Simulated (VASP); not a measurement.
## C: single point with PBE

Crystal: C.

```
C
1.0
     2.54310    0.00000    0.00000
    -1.27155    2.20239    0.00000
     0.00000    0.00000    8.38581
C
8
Direct
  0.00000 0.00000 0.09298
  0.00000 0.00000 0.59298
  0.00000 0.00000 0.40702
  0.00000 0.00000 0.90702
  0.33333 0.66667 0.15549
  0.66667 0.33333 0.65549
  0.33333 0.66667 0.34451
  0.66667 0.33333 0.84451
```

This cell differs from its parent crystal: volume scaled by 1.03, then relaxed in part.

```yaml
Program: VASP 6.6.1
Task: single point
Functional: PBE
Potentials_or_basis: VASP PAW PBE potentials, release 64 (C)
Cutoff: 520 eV
k_mesh: 12 × 12 × 4
Occupations: gaussian, width 0.02 eV
Spin: no spin polarisation
```

```json
{
 "Pressure": "-11.6 GPa",
 "Band gap on the k mesh": "4.46 eV, indirect (least direct gap 5.23 eV)"
}
```

Levels at points of the mesh, in eV from the valence-band top:
```csv
k point,band 13,band 14,band 15,band 16,band 17,band 18,band 19,band 20
"(0.00, 0.00, 0.00)",-1.67,-0.20,0.00,0.00,5.23,5.23,5.38,7.00
"(0.50, 0.00, 0.00)",-4.76,-4.53,-3.54,-2.87,4.53,5.47,5.89,5.94
"(0.00, 0.00, 0.50)",-0.62,-0.62,-0.62,-0.62,5.98,5.98,5.98,5.98
"(0.50, 0.00, 0.50)",-4.57,-4.57,-3.54,-3.54,4.86,4.86,6.89,6.89
```

Wall time 24 s on 1 thread of Intel(R) Xeon(R) 6975P-C (Granite Rapids), on a shared host, peak memory 0.18 GiB.

 A k mesh can miss the band edges.
